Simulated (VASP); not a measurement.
Wanted: the native input for a VASP 6.6.1 run.

- Task: single point
- Functional: PBE
- Potentials or basis: VASP PAW PBE potentials, release 64 (Na_pv, I)
- Cutoff: 520 eV
- k mesh: 8 × 8 × 8
- Occupations: gaussian, width 0.05 eV
- Spin: no spin polarisation
- Dipole correction: no
- Further INCAR settings: ALGO = Normal; EDIFF = 1e-07; NBANDS = 14

The structure of NaI lies in POSCAR:

```
NaI
1.0
    0.0000000000      3.2807397564      3.1495101662
    3.2807397564      0.0000000000      3.1495101662
    3.2807397564      3.2807397564      0.0000000000
Na I
1 1
Direct
    0.0000000000      0.0000000000      0.0000000000
    0.5000000000      0.5000000000      0.5000000000
```

This cell differs from its parent crystal: ratio of the length along z to the lengths across it x 0.96, volume and fractional coordinates fixed.

The input as run:

INCAR

```
PREC = Accurate ; ENCUT = 520
EDIFF = 1E-7 ; ISMEAR = 0
SIGMA = 0.05 ; LREAL = F
LASPH = T ; NELM = 60
ALGO = Normal ; ISIF = 2
LWAVE = F ; LCHARG = F
GGA = PE ; NBANDS = 14
```

KPOINTS

```
Automatic mesh
0
Gamma
  8 8 8
```

Potentials or basis: VASP PAW PBE potentials, release 64 (Na_pv, I).

Run with:

```console
$ cat potpaw_PBE.64/Na_pv/POTCAR potpaw_PBE.64/I/POTCAR > POTCAR
$ mpirun -np 1 vasp_std > vasp.out
```

Results of the run:

The pressure is 0.5 GPa. The band gap on the k mesh is 3.63 eV, direct.

Caveat: spin-orbit coupling is left out, which moves the levels of the heavy elements.

Wall time 45 s on 1 thread of Intel(R) Xeon(R) Platinum 8259CL CPU @ 2.50GHz (Skylake/Cascade Lake) (shared host), peak memory 0.23 GiB.
